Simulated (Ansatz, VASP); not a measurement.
# Sb: VASP beside Ansatz

The input INCAR:

```
  PREC = Accurate
  ENCUT = 400
  EDIFF = 1E-8
  ISMEAR = -1
  SIGMA = 0.05
  LREAL = F
  LASPH = T
  NELM = 120
  ALGO = Normal
  ISIF = 2
  LWAVE = F
  LCHARG = F
  GGA = PE
  LEFG = T
  NBANDS = 8
  GGA_COMPAT = F
```

Contents of KPOINTS:

```
regular mesh
0
Gamma
  12 12 12
```

The input POSCAR:

```
Sb
1.0
    0.0000000000      2.3502075557      2.3502075557
    2.3502075557      0.0000000000      2.3502075557
    2.3502075557      2.3502075557      0.0000000000
Sb
1
Direct
    0.0000000000      0.0000000000      0.0000000000
```

Input for Ansatz:

```yaml
crystal:
  lattice:
    - [0.0, 2.3502075557, 2.3502075557]
    - [2.3502075557, 0.0, 2.3502075557]
    - [2.3502075557, 2.3502075557, 0.0]
  atoms:
    - { symbol: Sb, position: [0.0, 0.0, 0.0] }
kpoints:
  mp_grid: { grid: [12, 12, 12] }
scf:
  occupations: { method: fermi_dirac, width: 0.05 }
hamiltonian:
  xc: pbe
  pseudopotentials: { kind: all_electron, datasets: crystal }
output:
  forces: true
  stress: true
  eigenvalues: true
  efg: { contact_densities: true }
```

Change from the starting cell: volume scaled by 1.06, crystal datasets.

Alike in both runs: task electric field gradients; functional PBE; k mesh 12 × 12 × 12; occupations fermi-dirac, width 0.05 eV; no spin polarisation.

|  | VASP | Ansatz |
| --- | --- | --- |
| version | VASP 6.6.1 | Ansatz 0.2.0 |
| potentials or method | VASP PAW PBE potentials, release 64 (Sb), cutoff 400 eV | all-electron PAW with datasets made for the crystal, scalar-relativistic |

Ansatz gave:

```
pressure (GPa) : 4.0
```

Question: Which values does VASP return?

Answer: Pressure (GPa): 3.8.

Ansatz ran all-electron here, and VASP with PAW potentials.

Spin-orbit coupling is off throughout.
